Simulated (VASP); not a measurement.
# AlGa3N4 (R3m) in VASP: notebook

AlGa3N4 is run at these levels: LDA; tasks: single point.

Everything below comes from runs of VASP 6.6.1. Logs are shortened: lines on timing, memory, paths and dates and some standing lists are left out, and cuts for length are marked.

### Step 1. The cell of the first run

It takes space group R3m (No. 160, trigonal). The conventional cell has a = 6.404 Å, b = 6.404 Å, c = 8.208 Å, α = 90.00°, β = 90.00°, γ = 120.00°. Al (site symmetry 3m) has 4 N at 1.93 to 2.01 Å within 2.6 Å. Within 2.6 Å of Ga (site symmetry m) lie 4 N at 1.98 to 2.07 Å. N (site symmetry m) has 1 Al at 1.93 Å and 3 Ga at 1.98 to 2.07 Å within 2.6 Å. N (site symmetry 3m) has 3 Ga at 1.99 Å and 1 Al at 2.01 Å within 2.6 Å.

### Step 2. Single point, LDA (12.15 Å³/atom)

File INCAR:

```
ALGO = Normal
EDIFF = 1E-6
ENCUT = 520
GGA = CA
ISIF = 2
ISMEAR = 0
LASPH = True
LCHARG = False
LREAL = False
LWAVE = False
NBANDS = 41
NELM = 100
PREC = Accurate
SIGMA = 0.05
```

File KPOINTS:

```
k-points
0
Gamma
  6 6 6
```

File POSCAR:

```
AlGa3N4
1.0
    4.5982864158      0.0701855632      0.0701855632
    0.0701855632      4.5982864158      0.0701855632
    0.0701855632      0.0701855632      4.5982864158
Al Ga N
1 3 4
Direct
    0.0000000000      0.0000000000      0.0000000000
    0.5000000000      0.5000000000      0.0000000000
    0.5000000000      0.0000000000      0.5000000000
    0.0000000000      0.5000000000      0.5000000000
    0.7548078379      0.7548078379      0.2451921621
    0.7548078379      0.2451921621      0.7548078379
    0.2451921621      0.7548078379      0.7548078379
    0.2451921621      0.2451921621      0.2451921621
```

Potentials or basis: VASP PAW LDA potentials, release 64 (Al, Ga_d, N).

The run is started by

```sh
cat potpaw_LDA.64/Al/POTCAR potpaw_LDA.64/Ga_d/POTCAR potpaw_LDA.64/N/POTCAR > POTCAR
mpirun -np 1 vasp_std > vasp.out
```

OUTCAR:

```text
EDIFF = 1E-6
   ENCUT = 520
   GGA = CA
   ISIF = 2
   ISMEAR = 0
   LASPH = True
   LREAL = False
   NELM = 100
   PREC = Accurate

 ion  position               nearest neighbor table
   1  0.000  0.000  0.000-   6 1.93   7 1.93   5 1.93   8 2.01
   2  0.500  0.500  0.000-   6 1.98   7 1.98   8 1.99   5 2.07
   3  0.500  0.000  0.500-   5 1.98   7 1.98   8 1.99   6 2.07
   4  0.000  0.500  0.500-   5 1.98   6 1.98   8 1.99   7 2.07
   5  0.755  0.755  0.245-   1 1.93   3 1.98   4 1.98   2 2.07
   6  0.755  0.245  0.755-   1 1.93   2 1.98   4 1.98   3 2.07
   7  0.245  0.755  0.755-   1 1.93   2 1.98   3 1.98   4 2.07
   8  0.245  0.245  0.245-   2 1.99   3 1.99   4 1.99   1 2.01

  LATTYP: Found a trigonal (rhomboedric) cell.
 ALAT       =     4.5993575626
 COS(alpha) =     0.0307454803

  Lattice vectors:

 A1 = (   4.5982864158,   0.0701855632,   0.0701855632)
 A2 = (   0.0701855632,   4.5982864158,   0.0701855632)
 A3 = (   0.0701855632,   0.0701855632,   4.5982864158)

Analysis of symmetry for initial positions (statically):
=====================================================================
 Subroutine PRICEL returns:
 Original cell was already a primitive cell.

 Routine SETGRP: Setting up the symmetry group for a
 trigonal (rhombohedral) supercell.

 Subroutine GETGRP returns: Found  6 space group operations
 (whereof  6 operations were pure point group operations)
 out of a pool of 12 trial point group operations.

The static configuration has the point symmetry C_3v.

Analysis of symmetry for dynamics (positions and initial velocities):
=====================================================================
 Subroutine PRICEL returns:
 Original cell was already a primitive cell.

 Routine SETGRP: Setting up the symmetry group for a
 trigonal (rhombohedral) supercell.

 Subroutine GETGRP returns: Found  6 space group operations
 (whereof  6 operations were pure point group operations)
 out of a pool of 12 trial point group operations.

The dynamic configuration has the point symmetry C_3v.

 Subroutine INISYM returns: Found  6 space group operations
 (whereof  6 operations are pure point group operations),
 and found     1 'primitive' translations

----------------------------------------------------------------------------------------

                                     Primitive cell

  volume of cell :      97.1600

  direct lattice vectors                    reciprocal lattice vectors
     4.598286416  0.070185563  0.070185563     0.217572169 -0.003270969 -0.003270969
     0.070185563  4.598286416  0.070185563    -0.003270969  0.217572169 -0.003270969
     0.070185563  0.070185563  4.598286416    -0.003270969 -0.003270969  0.217572169

  length of vectors
     4.599357563  4.599357563  4.599357563     0.217621339  0.217621339  0.217621339

  position of ions in fractional coordinates (direct lattice)
     0.000000000  0.000000000  0.000000000
     0.500000000  0.500000000  1.000000000
     0.500000000  1.000000000  0.500000000
     1.000000000  0.500000000  0.500000000
     0.754807838  0.754807838  0.245192162
     0.754807838  0.245192162  0.754807838
     0.245192162  0.754807838  0.754807838
     0.245192162  0.245192162  0.245192162

  ion indices of the primitive-cell ions
   primitive index   ion index
                 1           1
                 2           2
                 3           3
                 4           4
                 5           5
                 6           6
                 7           7
                 8           8

----------------------------------------------------------------------------------------

 KPOINTS: k-points

Automatic generation of k-mesh.
 Grid dimensions read from file:
 generate k-points for:    6    6    6

 Generating k-lattice:

  Cartesian coordinates                     Fractional coordinates (reciprocal lattice)
     0.036262028 -0.000545161 -0.000545161     0.166666667  0.000000000  0.000000000
    -0.000545161  0.036262028 -0.000545161     0.000000000  0.166666667  0.000000000
    -0.000545161 -0.000545161  0.036262028     0.000000000  0.000000000  0.166666667

  Length of vectors
     0.036270223  0.036270223  0.036270223

  Shift w.r.t. Gamma in fractional coordinates (k-lattice)
     0.000000000  0.000000000  0.000000000

 Subroutine IBZKPT returns following result:
 ===========================================

 Found     32 irreducible k-points:

 Following reciprocal coordinates:
            Coordinates               Weight
  0.000000  0.000000  0.000000      1.000000
  0.166667 -0.000000 -0.000000      6.000000
  0.333333  0.000000  0.000000      6.000000
  0.500000  0.000000  0.000000      3.000000
  0.166667  0.166667 -0.000000      6.000000
  0.333333  0.166667  0.000000     12.000000
[... 16 lines left out ...]
  0.500000  0.500000  0.166667      6.000000
 -0.333333  0.500000  0.166667     12.000000
 [... further k-points ...]
   k-points           NKPTS =     32   k-points in BZ     NKDIM =     32   number of bands    NBANDS=     41
   number of dos      NEDOS =    301   number of ions     NIONS =      8
   total plane-waves  NPLWV =  46656
   dimension x,y,z NGX =    36 NGY =   36 NGZ =   36
   dimension x,y,z NGXF=    72 NGYF=   72 NGZF=   72
   ions per type =               1   3   4
   NGX,Y,Z   is equivalent  to a cutoff of  13.01, 13.01, 13.01 a.u.
   NGXF,Y,Z  is equivalent  to a cutoff of  26.02, 26.02, 26.02 a.u.
 SYSTEM =  unknown system
   PREC   = accura    normal or accurate (medium, high low for compatibility)
   ISTART =      0    job   : 0-new  1-cont  2-samecut
   ICHARG =      2    charge: 1-file 2-atom 10-const
   ISPIN  =      1    spin polarized calculation?
   LNONCOLLINEAR =      F non collinear calculations
   LSORBIT =      F    spin-orbit coupling
   LASPH  =      T    aspherical Exc in radial PAW
   ENCUT  =  520.0 eV  38.22 Ry    6.18 a.u.   8.55  8.55  8.55*2*pi/ulx,y,z
   NELM   =    100;   NELMIN=  2; NELMDL= -5     # of ELM steps
   EDIFF  = 0.1E-05   stopping-criterion for ELM
   LREAL  =      F    real-space projection
   EDIFFG = 0.1E-04   stopping-criterion for IOM
   NSW    =      0    number of steps for IOM
   IBRION =     -1    ionic relax: 0-MD 1-quasi-New 2-CG
   NFREE  =      0    steps in history (QN), initial steepest desc. (CG)
   ISIF   =      2    stress and relaxation
   ISYM   =      2    0-nonsym 1-usesym 2-fastsym
   POTIM  = 0.5000    time-step for ionic-motion
   TEBEG  =    0.0;   TEEND  =   0.0 temperature during run
   PSTRESS=    0.0 pullay stress
   NELECT =      62.0000    total number of electrons
   NUPDOWN=      -1.0000    fix difference up-down
   EMIN   =  10.00;   EMAX   =-10.00  energy-range for DOS
   EFERMI =   0.00;   METHOD = LEGACY
   ISMEAR =     0;   SIGMA  =   0.05  broadening in eV -4-tet -1-fermi 0-gaus
   EFERMI_NEDOS =   21; number of points for ismear=-14 and -15
   IALGO  =     38    algorithm
   IMIX   =      4    mixing-type and parameters
     AMIX     =   0.40;   BMIX     =  1.00
     AMIX_MAG =   1.60;   BMIX_MAG =  1.00
  volume/ion in A,a.u.               =      12.15        81.96
  Fermi-wavevector in a.u.,A,eV,Ry     =   1.409428  2.663433 27.027800  1.986487
  Thomas-Fermi vector in A             =   2.531485
   LORBIT       =      0    0 simple, 1 ext, 2 COOP (PROOUT), +10 PAW based schemes
   GGA     = CA    functional components
   LHFCALC =     F    Hartree Fock is set to
   AEXX    =    0.0000 exact exchange contribution
   IVDW    =     0    specifies the selected vdW correction
   LEPSILON=     F    determine dielectric tensor
   LRPA    =     F    only Hartree local field effects (RPA)
 non-spin polarized calculation
 Gauss-broadening in eV      SIGMA  =   0.05
  energy-cutoff  :      520.00
  volume of cell :       97.16
 maximum number of plane-waves:      2636
 NGX is ok and might be reduce to    36
   NGX = 17   NGY = 17   NGZ = 17

 number of electron      62.0000064 magnetization

 Free energy of the ion-electron system (eV)
  ---------------------------------------------------
  ext. energy  EPLUGINS =         0.00000000
  ---------------------------------------------------
  free energy    TOTEN  =       -57.48190095 eV

  energy without entropy =      -57.48190095  energy(sigma->0) =      -57.48190095

 E-fermi :   4.6078     XC(G=0): -11.5073

 val. band max:        4.3796170771   @ k =   0.0000   0.0000   0.0000
 cond. band min:       6.0548666848   @ k =   0.0000   0.0000   0.0000
 fundamental gap:      1.6752496077
 Fermi energy:         4.6078256269

 k-point     1 :       0.0000    0.0000    0.0000
  band No.  band energies     occupation
      1     -10.6059      2.00000
      2      -9.8672      2.00000
      3      -9.8074      2.00000
      4      -9.8074      2.00000
      5      -8.9440      2.00000
      6      -8.9340      2.00000
[... 33 lines left out ...]
     40      14.7355      0.00000
     41      14.7601      0.00000

 k-point     2 :       0.1667   -0.0000   -0.0000
  band No.  band energies     occupation
      1     -10.5143      2.00000
      2      -9.8698      2.00000
      3      -9.8120      2.00000
      4      -9.8065      2.00000
      5      -8.9385      2.00000
      6      -8.9322      2.00000
[... 33 lines left out ...]
     40      14.5306      0.00000
     41      15.0975      0.00000

 k-point     3 :       0.3333    0.0000    0.0000
  band No.  band energies     occupation
      1     -10.2892      2.00000
      2      -9.8893      2.00000
      3      -9.8265      2.00000
      4      -9.8047      2.00000
      5      -8.9227      2.00000
      6      -8.9210      2.00000
[... 875 lines left out ...]
      2      -9.9082      2.00000
      3      -9.8402      2.00000
      4      -9.8267      2.00000
      5      -8.9330      2.00000
      6      -8.9288      2.00000
[... 33 lines left out ...]
     40      13.8108      0.00000
     41      13.8512      0.00000

 k-point    24 :      -0.3333    0.5000    0.1667
  band No.  band energies     occupation
      1     -10.0565      2.00000
      2      -9.8999      2.00000
      3      -9.8382      2.00000
      4      -9.8267      2.00000
      5      -8.9367      2.00000
      6      -8.9236      2.00000
[... 33 lines left out ...]
     40      13.6858      0.00000
     41      13.8719      0.00000

 [... further k-points ...]

------------------------ aborting loop because EDIFF is reached ----------------------------------------

  FORCE on cell =-STRESS in cart. coord.  units (eV):
  Direction    XX          YY          ZZ          XY          YZ          ZX
  --------------------------------------------------------------------------------------
  -------------------------------------------------------------------------------------
  Total      -10.3990539    -10.3990539    -10.3990539     -2.6619878     -2.6619878     -2.6619878
  in kB     -171.4813548   -171.4813548   -171.4813548    -43.8964231    -43.8964231    -43.8964231
  external PRESSURE =    -171.4813548 kB  Pullay stress =       0.0000000 kB

 VOLUME and BASIS-vectors are now :
 -----------------------------------------------------------------------------
  energy-cutoff  :      520.00
  volume of cell :       97.16
      direct lattice vectors                 reciprocal lattice vectors
     4.598286416  0.070185563  0.070185563     0.217572169 -0.003270969 -0.003270969
     0.070185563  4.598286416  0.070185563    -0.003270969  0.217572169 -0.003270969
     0.070185563  0.070185563  4.598286416    -0.003270969 -0.003270969  0.217572169

 POSITION                                       TOTAL-FORCE (eV/Angst)
 -----------------------------------------------------------------------------------
      0.00000      0.00000      0.00000         0.077749      0.077749      0.077749
      2.33424      2.33424      0.07019         0.076268      0.076268      0.060410
      2.33424      0.07019      2.33424         0.076268      0.060410      0.076268
      0.07019      2.33424      2.33424         0.060410      0.076268      0.076268
      3.54101      3.54101      1.23342        -0.059786     -0.059786     -0.061172
      3.54101      1.23342      3.54101        -0.059786     -0.061172     -0.059786
      1.23342      3.54101      3.54101        -0.061172     -0.059786     -0.059786
      1.16188      1.16188      1.16188        -0.109951     -0.109951     -0.109951
 -----------------------------------------------------------------------------------
    total drift:                               -0.000422     -0.000422     -0.000421

  FREE ENERGIE OF THE ION-ELECTRON SYSTEM (eV)
  ---------------------------------------------------
  free  energy   TOTEN  =       -57.4819009510 eV

  energy  without entropy=      -57.4819009510  energy(sigma->0) =      -57.48190095
```

Run time: 56 s. Hardware: 1 thread of Intel Xeon 6975P-C (Granite Rapids), shared host; peak memory 0.23 GiB.

What came out:

| Property | Result |
| --- | --- |
| Free energy | -57.4819 eV |
| Pressure | -17.1 GPa |
| Largest force | 0.190 eV/Å |
| Band gap on the k mesh | 1.68 eV |

Forces in eV/Å, atoms in the order of the input:
```
Al   0.078  0.078  0.078
Ga   0.076  0.076  0.060
Ga   0.076  0.060  0.076
Ga   0.060  0.076  0.076
N   -0.060 -0.060 -0.061
N   -0.060 -0.061 -0.060
N   -0.061 -0.060 -0.060
N   -0.110 -0.110 -0.110
```

Stress tensor (GPa, compression positive):
```
-17.15  -4.39  -4.39
 -4.39 -17.15  -4.39
 -4.39  -4.39 -17.15
```

Caveat: the cell stands under tension.

### Step 3. Single point, LDA (12.15 Å³/atom)

File INCAR:

```
PREC     = Accurate       # precision mode
ENCUT    = 520            # plane-wave cutoff, eV
EDIFF    = 1E-6           # SCF threshold, eV
ISMEAR   = 0              # smearing method
SIGMA    = 0.05           # smearing width, eV
LREAL    = False          # projectors in reciprocal space
LASPH    = True           # aspherical terms in the spheres
NELM     = 100            # most SCF steps
ALGO     = Normal         # electronic algorithm
ISIF     = 2              # what is computed and relaxed
LWAVE    = False          # write WAVECAR
LCHARG   = False          # write CHGCAR
GGA      = CA             # functional
NBANDS   = 41             # bands
```

File KPOINTS:

```
Automatic mesh
0
Gamma
  6 6 6
```

POSCAR: that of step 2 with these lines changed.

```diff
@@ -2,5 +2,5 @@
 1.0
-    4.5982864158      0.0701855632      0.0701855632
-    0.0701855632      4.5982864158      0.0701855632
-    0.0701855632      0.0701855632      4.5982864158
+    4.6066047006     -0.2046381979     -0.2046381979
+   -0.2046381979      4.6066047006     -0.2046381979
+   -0.2046381979     -0.2046381979      4.6066047006
 Al Ga N
```

Potentials or basis: VASP PAW LDA potentials, release 64 (Al, Ga_d, N).

The run is started by

```sh
cat potpaw_LDA.64/Al/POTCAR potpaw_LDA.64/Ga_d/POTCAR potpaw_LDA.64/N/POTCAR > POTCAR
mpirun -np 1 vasp_std > vasp.out
```

It took 60 s on 1 thread of Intel Xeon 6975P-C (Granite Rapids), shared host; peak memory 0.23 GiB.

Results (log left out):

```yaml
Free_energy: -56.3664 eV
Pressure: -13.0 GPa
Largest_force: 1.597 eV/Å
Band_gap_on_the_k_mesh: 1.31 eV
```

Forces in eV/Å, atoms in the order of the input:
```
Al  -0.870 -0.870 -0.870
Ga  -0.892 -0.892 -0.764
Ga  -0.892 -0.764 -0.892
Ga  -0.764 -0.892 -0.892
N    0.882  0.882  0.732
N    0.882  0.732  0.882
N    0.732  0.882  0.882
N    0.922  0.922  0.922
```

Stress tensor (GPa, compression positive):
```
-12.95  15.63  15.63
 15.63 -12.95  15.63
 15.63  15.63 -12.95
```

Levels at points of the mesh, in eV from the valence-band top:
```
           k point  band 29  band 30  band 31  band 32  band 33  band 34
(0.00, 0.00, 0.00)    -0.28    -0.28     0.00     1.31     2.87     2.87
(0.50, 0.00, 0.00)    -1.65    -1.15    -0.92     4.03     4.11     5.42
(0.50, 0.50, 0.00)    -1.15    -0.80    -0.60     5.14     5.31     5.71
(0.50, 0.50, 0.50)    -0.61    -0.61    -0.59     3.31     4.26     4.26
```

Caveat: the cell stands under tension; forces of over 1 eV/Å act on the atoms, so gaps and moduli don't describe the material at rest.

### Step 4. Single point, LDA (12.14 Å³/atom)

File INCAR:

```
PREC = Accurate ; ENCUT = 520
EDIFF = 1E-7 ; ISMEAR = 0
SIGMA = 0.05 ; LREAL = False
LASPH = True ; NELM = 80
ALGO = Normal ; ISIF = 2
LWAVE = False ; LCHARG = False
GGA = CA ; NBANDS = 41
```

File KPOINTS:

```
regular mesh
0
Gamma
  6 6 6
```

POSCAR: that of step 3 with these lines changed.

```diff
@@ -2,5 +2,5 @@
 1.0
-    4.6066047006     -0.2046381979     -0.2046381979
-   -0.2046381979      4.6066047006     -0.2046381979
-   -0.2046381979     -0.2046381979      4.6066047006
+    4.5982789511     -0.0692347871     -0.0692347871
+   -0.0692347871      4.5982789511     -0.0692347871
+   -0.0692347871     -0.0692347871      4.5982789511
 Al Ga N
```

The run is started by

```sh
cat potpaw_LDA.64/Al/POTCAR potpaw_LDA.64/Ga_d/POTCAR potpaw_LDA.64/N/POTCAR > POTCAR
mpirun -np 1 vasp_std > vasp.out
```

Run time: 60 s. Hardware: 1 thread of Intel Xeon 6975P-C (Granite Rapids), shared host; peak memory 0.23 GiB.

Results (log left out):

```
Free energy            : -57.4747 eV
Pressure               : -17.0 GPa
Largest force          : 0.310 eV/Å
Band gap on the k mesh : 1.65 eV
```

Forces on the atoms (eV/Å):
```
Al  -0.169 -0.169 -0.169
Ga  -0.173 -0.173 -0.144
Ga  -0.173 -0.144 -0.173
Ga  -0.144 -0.173 -0.173
N    0.178  0.178  0.124
N    0.178  0.124  0.178
N    0.124  0.178  0.178
N    0.179  0.179  0.179
```

Stress tensor (GPa, compression positive):
```
-17.04   4.77   4.77
  4.77 -17.04   4.77
  4.77   4.77 -17.04
```

Levels at points of the mesh, in eV from the valence-band top:
| k point | band 29 | band 30 | band 31 | band 32 | band 33 | band 34 |
| --- | --- | --- | --- | --- | --- | --- |
| (0.00, 0.00, 0.00) | -0.13 | -0.13 | 0.00 | 1.65 | 3.17 | 3.19 |
| (0.50, 0.00, 0.00) | -1.32 | -1.31 | -1.07 | 4.37 | 4.44 | 5.81 |
| (0.50, 0.50, 0.00) | -0.99 | -0.89 | -0.66 | 5.78 | 5.79 | 6.02 |
| (0.50, 0.50, 0.50) | -0.68 | -0.68 | -0.67 | 3.93 | 4.28 | 4.28 |

Caveat: the cell stands under tension.

### Step 5. Overview

| cell | gap on the mesh (eV) | pressure (GPa) | largest force (eV/Å) |
| --- | --- | --- | --- |
| a = 4.599 Å, angles 88.2°, 8 atoms | 1.68 | -17.1 | 0.19 |
| a = 4.616 Å, angles 95.0°, 8 atoms | 1.31 | -13.0 | 1.60 |
| a = 4.599 Å, angles 91.7°, 8 atoms | 1.65 | -17.0 | 0.31 |

Alike in all rows: task single point; level LDA; potentials or basis VASP PAW LDA potentials, release 64 (Al, Ga_d, N); no spin polarisation; k mesh 6 × 6 × 6; cutoff (eV) 520; smearing gaussian 0.05 eV.

Caveats: the cell stands under tension; forces of over 1 eV/Å act on the atoms, so gaps and moduli don't describe the material at rest (at least some runs).

Total energies depend on the potentials used, so only differences within one code and one set of settings carry meaning.
